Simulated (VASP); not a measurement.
# Ru (Im-3m) in VASP: further runs

Ru is run at these levels: r2SCAN; tasks: single point.

Program: VASP 6.6.1. These are calculated values, not measurements. Logs are shortened: lines on timing, memory, paths and dates and some standing lists are left out, and cuts for length are marked.

## Step 1: The cell of the first run

It takes space group Im-3m (No. 229, cubic). The conventional cell has a = 2.992 Å, b = 2.992 Å, c = 2.992 Å, α = 90.00°, β = 90.00°, γ = 90.00°. Ru (site symmetry m-3m) has 14 Ru at 2.59 to 2.99 Å within 3.4 Å.

This isn't the form of Ru at room conditions, which is hcp.

## Step 2: Single point, r2SCAN (13.39 Å³/atom)

POSCAR reads:

```
Ru
1.0
   -1.4957593505      1.4957593505      1.4957593505
    1.4957593505     -1.4957593505      1.4957593505
    1.4957593505      1.4957593505     -1.4957593505
Ru
1
Direct
    0.0000000000      0.0000000000      0.0000000000
```

INCAR.step1 reads:

```
SYSTEM = Ru
ALGO     = Normal         ! electronic algorithm
EDIFF    = 1E-5           ! SCF threshold, eV
ENCUT    = 620            ! plane-wave cutoff, eV
GGA      = PE             ! functional
GGA_COMPAT= .FALSE.      
ISMEAR   = -1             ! smearing method
LASPH    = .TRUE.         ! aspherical terms in the spheres
LCHARG   = .FALSE.        ! write CHGCAR
LREAL    = .FALSE.        ! projectors in reciprocal space
LWAVE    = .TRUE.         ! write WAVECAR
NBANDS   = 14             ! bands
NELM     = 120            ! most SCF steps
PREC     = Accurate       ! precision mode
SIGMA    = 0.1            ! smearing width, eV
```

INCAR.step2 reads:

```
SYSTEM = Ru
ALGO     = Normal         ! electronic algorithm
EDIFF    = 1E-6           ! SCF threshold, eV
ENCUT    = 620            ! plane-wave cutoff, eV
GGA_COMPAT= .FALSE.      
ISIF     = 2              ! what is computed and relaxed
ISMEAR   = -1             ! smearing method
ISTART   = 1            
LASPH    = .TRUE.         ! aspherical terms in the spheres
LCHARG   = .FALSE.        ! write CHGCAR
LMIXTAU  = .TRUE.       
LREAL    = .FALSE.        ! projectors in reciprocal space
LWAVE    = .FALSE.        ! write WAVECAR
METAGGA  = R2SCAN         ! meta-GGA
NBANDS   = 14             ! bands
NELM     = 120            ! most SCF steps
PREC     = Accurate       ! precision mode
SIGMA    = 0.1            ! smearing width, eV
```

KPOINTS reads:

```
k-points
0
G
  16 16 16
  0 0 0
```

Potentials or basis: VASP PAW PBE potentials, release 64 (Ru_sv).

Started as:

```
cat potpaw_PBE.64/Ru_sv/POTCAR > POTCAR
cp INCAR.step1 INCAR
mpirun -np 1 vasp_std > vasp.out
cp INCAR.step2 INCAR
mpirun -np 1 vasp_std > vasp.out
```

OUTCAR:

```text
SYSTEM = Ru
   EDIFF = 1E-6
   ENCUT = 620
   ISIF = 2
   ISMEAR = -1
   ISTART = 1
   LASPH = .TRUE.
   LREAL = .FALSE.
   METAGGA = R2SCAN
   NELM = 120
   PREC = Accurate

 ion  position               nearest neighbor table
   1  0.000  0.000  0.000-

  LATTYP: Found a body centered cubic cell.
 ALAT       =     2.9915187010

  Lattice vectors:

 A1 = (  -1.4957593505,   1.4957593505,   1.4957593505)
 A2 = (   1.4957593505,  -1.4957593505,   1.4957593505)
 A3 = (   1.4957593505,   1.4957593505,  -1.4957593505)

Analysis of symmetry for initial positions (statically):
=====================================================================
 Subroutine PRICEL returns:
 Original cell was already a primitive cell.

 Routine SETGRP: Setting up the symmetry group for a
 body centered cubic supercell.

 Subroutine GETGRP returns: Found 48 space group operations
 (whereof 48 operations were pure point group operations)
 out of a pool of 48 trial point group operations.

The static configuration has the point symmetry O_h .

Analysis of symmetry for dynamics (positions and initial velocities):
=====================================================================
 Subroutine PRICEL returns:
 Original cell was already a primitive cell.

 Routine SETGRP: Setting up the symmetry group for a
 body centered cubic supercell.

 Subroutine GETGRP returns: Found 48 space group operations
 (whereof 48 operations were pure point group operations)
 out of a pool of 48 trial point group operations.

The dynamic configuration has the point symmetry O_h .

 Subroutine INISYM returns: Found 48 space group operations
 (whereof 48 operations are pure point group operations),
 and found     1 'primitive' translations

----------------------------------------------------------------------------------------

                                     Primitive cell

  volume of cell :      13.3858

  direct lattice vectors                    reciprocal lattice vectors
    -1.495759350  1.495759350  1.495759350     0.000000000  0.334278372  0.334278372
     1.495759350 -1.495759350  1.495759350     0.334278372  0.000000000  0.334278372
     1.495759350  1.495759350 -1.495759350     0.334278372  0.334278372  0.000000000

  length of vectors
     2.590731191  2.590731191  2.590731191     0.472741007  0.472741007  0.472741007

  position of ions in fractional coordinates (direct lattice)
     0.000000000  0.000000000  0.000000000

  ion indices of the primitive-cell ions
   primitive index   ion index
[... 70 lines left out ...]
   LASPH  =      T    aspherical Exc in radial PAW
   ENCUT  =  620.0 eV  45.57 Ry    6.75 a.u.   5.26  5.26  5.26*2*pi/ulx,y,z
   NELM   =    120;   NELMIN=  2; NELMDL=  0     # of ELM steps
   EDIFF  = 0.1E-05   stopping-criterion for ELM
   LREAL  =      F    real-space projection
[... 7 lines left out ...]
   TEBEG  =    0.0;   TEEND  =   0.0 temperature during run
   PSTRESS=    0.0 pullay stress
   NELECT =      16.0000    total number of electrons
   NUPDOWN=      -1.0000    fix difference up-down
   EMIN   =  10.00;   EMAX   =-10.00  energy-range for DOS
   EFERMI =   0.00;   METHOD = LEGACY
   ISMEAR =    -1;   SIGMA  =   0.10  broadening in eV -4-tet -1-fermi 0-gaus
   EFERMI_NEDOS =   21; number of points for ismear=-14 and -15
   IALGO  =     38    algorithm
   IMIX   =      4    mixing-type and parameters
     AMIX     =   0.40;   BMIX     =  1.00
     AMIX_MAG =   1.60;   BMIX_MAG =  1.00
  volume/ion in A,a.u.               =      13.39        90.33
  Fermi-wavevector in a.u.,A,eV,Ry     =   1.737400  3.283210 41.069976  3.018558
  Thomas-Fermi vector in A             =   2.810631
   LORBIT       =      0    0 simple, 1 ext, 2 COOP (PROOUT), +10 PAW based schemes
   METAGGA = R2SCAN    functional components
   LHFCALC =     F    Hartree Fock is set to
   AEXX    =    0.0000 exact exchange contribution
   IVDW    =     0    specifies the selected vdW correction
   LEPSILON=     F    determine dielectric tensor
   LRPA    =     F    only Hartree local field effects (RPA)
 non-spin polarized calculation
  energy-cutoff  :      620.00
  volume of cell :       13.39
 maximum number of plane-waves:       484
 NGX is ok and might be reduce to    24
   NGX = 11   NGY = 11   NGZ = 11

 number of electron      16.0000000 magnetization

 Free energy of the ion-electron system (eV)
  ---------------------------------------------------
  ext. energy  EPLUGINS =         0.00000000
  ---------------------------------------------------
  free energy    TOTEN  =       -24.81861228 eV

  energy without entropy =      -24.76067405  energy(sigma->0) =      -24.78964316

 E-fermi :  15.5301     XC(G=0): -15.6228

 val. band max:       15.5142179860   @ k =  -0.3750   0.4375   0.3125
 cond. band min:      15.5364860465   @ k =   0.2500   0.2500   0.0625
 fundamental gap:      0.0222680605
 Fermi energy:        15.5301109103

 k-point     1 :       0.0000    0.0000    0.0000
  band No.  band energies     occupation
      1     -59.9126      2.00000
      2     -28.4307      2.00000
      3     -28.4307      2.00000
      4     -28.4307      2.00000
      5       6.9102      2.00000
      6      12.3805      2.00000
      7      12.3805      2.00000
      8      12.3805      2.00000
      9      15.4334      1.44920
     10      15.4334      1.44920
     11      33.3656      0.00000
     12      33.3656      0.00000
     13      33.3656      0.00000
     14      45.3446      0.00000
[... 377 lines left out ...]
      1     -59.7114      2.00000
      2     -29.3818      2.00000
      3     -28.8249      2.00000
      4     -28.5347      2.00000
      5       9.9003      2.00000
      6      11.0148      2.00000
      7      12.3571      2.00000
      8      14.8803      1.99699
      9      16.1038      0.00643
     10      18.7060      0.00000
     11      29.8974      0.00000
     12      31.2185      0.00000
     13      35.3498      0.00000
     14      38.3972      0.00000

 [... further k-points ...]
[... 5 lines left out ...]
  --------------------------------------------------------------------------------------
  -------------------------------------------------------------------------------------
  Total        1.1624184      1.1624184      1.1624184     -0.0000000      0.0000000      0.0000000
  in kB      139.1322731    139.1322731    139.1322731     -0.0000000      0.0000000      0.0000000
  external PRESSURE =     139.1322731 kB  Pullay stress =       0.0000000 kB

 VOLUME and BASIS-vectors are now :
 -----------------------------------------------------------------------------
  energy-cutoff  :      620.00
  volume of cell :       13.39
      direct lattice vectors                 reciprocal lattice vectors
    -1.495759350  1.495759350  1.495759350     0.000000000  0.334278372  0.334278372
     1.495759350 -1.495759350  1.495759350     0.334278372  0.000000000  0.334278372
     1.495759350  1.495759350 -1.495759350     0.334278372  0.334278372  0.000000000

 POSITION                                       TOTAL-FORCE (eV/Angst)
 -----------------------------------------------------------------------------------
      0.00000      0.00000      0.00000         0.000000      0.000000      0.000000
 -----------------------------------------------------------------------------------
    total drift:                                0.000000      0.000000      0.000000

  FREE ENERGIE OF THE ION-ELECTRON SYSTEM (eV)
  ---------------------------------------------------
  free  energy   TOTEN  =       -24.8186122768 eV

  energy  without entropy=      -24.7606740527  energy(sigma->0) =      -24.78964316
```

OSZICAR.step1:

```text
N       E                     dE             d eps       ncg     rms          rms(c)
DAV:   1     0.148402057580E+03    0.14840E+03   -0.10328E+04  4082   0.145E+03
DAV:   2    -0.638730929703E+01   -0.15479E+03   -0.14657E+03  4606   0.413E+02
DAV:   3    -0.916645174099E+01   -0.27791E+01   -0.27596E+01  4690   0.582E+01
DAV:   4    -0.918213870580E+01   -0.15687E-01   -0.15686E-01  4672   0.473E+00
DAV:   5    -0.918230885384E+01   -0.17015E-03   -0.17015E-03  4696   0.475E-01    0.190E+01
DAV:   6    -0.866136713382E+01    0.52094E+00   -0.82877E-01  4162   0.127E+01    0.464E+00
DAV:   7    -0.863521475139E+01    0.26152E-01   -0.44796E-02  4852   0.265E+00    0.113E+00
DAV:   8    -0.863296321189E+01    0.22515E-02   -0.43567E-03  4198   0.966E-01    0.562E-02
DAV:   9    -0.863295912280E+01    0.40891E-05   -0.51301E-05  4834   0.995E-02
   1 F= -.86329591E+01 E0= -.86023547E+01  d E =-.612088E-01
```

Run time: 51 s. Hardware: 1 thread of Intel Xeon Platinum 8375C at 2.90GHz (Ice Lake), shared host; peak memory 0.16 GiB.

What came out:

```yaml
Free_energy: -24.8186 eV
Pressure: 13.9 GPa
Band_gap_on_the_k_mesh: zero (bands 8 and 9 overlap by 3.86 eV)
```

Caveat: the cell stands under pressure; the PAW data sets were made with another functional, which shifts forces and pressure a little.

## Step 3: Single point, r2SCAN (12.83 Å³/atom)

This run uses another cell than the first one, of 12.83 Å³/atom.

POSCAR reads:

```
Ru
1.0
   -1.4746895109      1.4746895109      1.4746895109
    1.4746895109     -1.4746895109      1.4746895109
    1.4746895109      1.4746895109     -1.4746895109
Ru
1
Direct
    0.0000000000      0.0000000000      0.0000000000
```

INCAR.step1 reads:

```
PREC = Accurate
ENCUT = 620
ISMEAR = -1
SIGMA = 0.1
LREAL = F
LASPH = T
NELM = 120
NBANDS = 14
GGA = PE
ALGO = Normal
EDIFF = 1E-5
LWAVE = T
LCHARG = F
GGA_COMPAT = F
```

INCAR.step2 reads:

```
PREC = Accurate
ENCUT = 620
EDIFF = 1E-6
ISMEAR = -1
SIGMA = 0.1
LREAL = F
LASPH = T
NELM = 120
ALGO = Normal
ISIF = 2
LWAVE = F
LCHARG = F
METAGGA = R2SCAN
LMIXTAU = T
NBANDS = 14
ISTART = 1
GGA_COMPAT = F
```

KPOINTS reads:

```
regular mesh
0
Gamma
  16 16 16
```

Potentials or basis: VASP PAW PBE potentials, release 64 (Ru_sv).

Started as:

```
cat potpaw_PBE.64/Ru_sv/POTCAR > POTCAR
cp INCAR.step1 INCAR
mpirun -np 1 vasp_std > vasp.out
cp INCAR.step2 INCAR
mpirun -np 1 vasp_std > vasp.out
```

Run time: 54 s. Hardware: 1 thread of Intel Xeon Platinum 8375C at 2.90GHz (Ice Lake), shared host; peak memory 0.16 GiB.

It converged, with:

```yaml
Free_energy: -24.7408 eV
Pressure: 31.2 GPa
Band_gap_on_the_k_mesh: zero (bands 8 and 9 overlap by 4.14 eV)
```

Levels at points of the mesh, in eV from the Fermi level:
| k point | band 6 | band 7 | band 8 | band 9 | band 10 | band 11 |
| --- | --- | --- | --- | --- | --- | --- |
| (0.00, 0.00, 0.00) | -3.34 | -3.34 | -3.34 | -0.12 | -0.12 | 17.84 |
| (0.50, 0.00, 0.00) | -5.42 | -0.12 | 0.47 | 1.31 | 2.83 | 11.82 |
| (0.50, 0.50, 0.50) | -7.43 | 2.10 | 2.10 | 2.10 | 10.33 | 10.33 |

Caveat: the cell stands under pressure; the PAW data sets were made with another functional, which shifts forces and pressure a little.

## Step 4: Single point, r2SCAN

This run uses another cell than the first one, of 13.94 Å³/atom.

POSCAR reads:

```
Ru
1.0
   -1.5162517511      1.5162517511      1.5162517511
    1.5162517511     -1.5162517511      1.5162517511
    1.5162517511      1.5162517511     -1.5162517511
Ru
1
Direct
    0.0000000000      0.0000000000      0.0000000000
```

INCAR.step1 reads:

```
PREC     = Accurate       # precision mode
ENCUT    = 620            # plane-wave cutoff, eV
ISMEAR   = -1             # smearing method
SIGMA    = 0.1            # smearing width, eV
LREAL    = F              # projectors in reciprocal space
LASPH    = T              # aspherical terms in the spheres
NELM     = 120            # most SCF steps
NBANDS   = 14             # bands
GGA      = PE             # functional
ALGO     = Normal         # electronic algorithm
EDIFF    = 1E-5           # SCF threshold, eV
LWAVE    = T              # write WAVECAR
LCHARG   = F              # write CHGCAR
GGA_COMPAT= F
```

INCAR.step2 reads:

```
PREC     = Accurate       # precision mode
ENCUT    = 620            # plane-wave cutoff, eV
EDIFF    = 1E-6           # SCF threshold, eV
ISMEAR   = -1             # smearing method
SIGMA    = 0.1            # smearing width, eV
LREAL    = F              # projectors in reciprocal space
LASPH    = T              # aspherical terms in the spheres
NELM     = 120            # most SCF steps
ALGO     = Normal         # electronic algorithm
ISIF     = 2              # what is computed and relaxed
LWAVE    = F              # write WAVECAR
LCHARG   = F              # write CHGCAR
METAGGA  = R2SCAN         # meta-GGA
LMIXTAU  = T            
NBANDS   = 14             # bands
ISTART   = 1            
GGA_COMPAT= F
```

KPOINTS reads:

```
Automatic mesh
0
Gamma
  15 15 15
```

Started as:

```
cat potpaw_PBE.64/Ru_sv/POTCAR > POTCAR
cp INCAR.step1 INCAR
mpirun -np 1 vasp_std > vasp.out
cp INCAR.step2 INCAR
mpirun -np 1 vasp_std > vasp.out
```

Run time: 100 s. Hardware: 1 thread of AMD EPYC 7R13 (Zen 3), shared host; peak memory 0.13 GiB.

Results (log left out):

```
Free energy            : -24.8466 eV
Pressure               : 0.1 GPa
Band gap on the k mesh : zero (bands 8 and 9 overlap by 3.32 eV)
```

Levels at points of the mesh, in eV from the Fermi level:
| k point | band 6 | band 7 | band 8 | band 9 | band 10 | band 11 |
| --- | --- | --- | --- | --- | --- | --- |
| (0.00, 0.00, 0.00) | -2.97 | -2.97 | -2.97 | -0.08 | -0.08 | 17.82 |

Caveat: the PAW data sets were made with another functional, which shifts forces and pressure a little.

## Step 5: Overview

| cell | k mesh | gap on the mesh (eV) | pressure (GPa) |
| --- | --- | --- | --- |
| a = 2.591 Å, angles 109.5°, 1 atom | 16 × 16 × 16 | none | 13.9 |
| a = 2.554 Å, angles 109.5°, 1 atom | 16 × 16 × 16 | none | 31.2 |
| a = 2.626 Å, angles 109.5°, 1 atom | 15 × 15 × 15 | none | 0.1 |

Alike in all rows: task single point; level r2SCAN; potentials or basis VASP PAW PBE potentials, release 64 (Ru_sv); no spin polarisation; cutoff (eV) 620; smearing fermi-dirac 0.1 eV.

Caveats: the PAW data sets were made with another functional, which shifts forces and pressure a little; the cell stands under pressure (at least some runs).

Total energies depend on the potentials used, so only differences within one code and one set of settings carry meaning.

The gap in the log of VASP goes by the Fermi energy; the results here count the filled bands.